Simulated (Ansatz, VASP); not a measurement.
GaSb3: VASP beside Ansatz

```
CELL_PARAMETERS angstrom
0.00000 3.64789 3.64789
3.64789 0.00000 3.64789
3.64789 3.64789 0.00000
ATOMIC_POSITIONS crystal
Ga 0.04112 0.04112 0.95888
Sb 0.25000 0.25000 0.25000
Sb 0.75000 0.75000 0.75000
Sb 0.50000 0.50000 0.50000
```

Alike in both runs: task single point; functional PBE; dispersion D3(BJ); k mesh 12 × 12 × 12; occupations gaussian, width 0.15 eV; no spin polarisation.

|  | VASP | Ansatz |
| --- | --- | --- |
| version | VASP 6.6.1 | Ansatz 0.2.0 |
| potentials or method | VASP PAW PBE potentials, release 64 (Ga_d, Sb), cutoff 520 eV | scalar-relativistic, plane waves, PAW |
| valence electrons in the cell | 28 | 58 |

VASP gave:

- gap on the k mesh at the Fermi level (eV): none
- pressure (GPa): 0.9
- traceless stress, the component that is largest in VASP (GPa): -0.32
- rms of the force components (eV/Å): 0.192

Which values does Ansatz return?

gap on the k mesh at the Fermi level (eV): none; pressure (GPa): 1.0; traceless stress, the component that is largest in VASP (GPa): -0.31; rms of the force components (eV/Å): 0.190.

Atom by atom the forces differ by 0.002 eV/Å (rms over components). A gap of «none» marks a metal or a gap that the smearing closes. VASP's potentials hold 28 valence electrons a cell and Ansatz's 58, so a difference there can come from the potentials and not from the codes.

Spin-orbit coupling is off throughout.
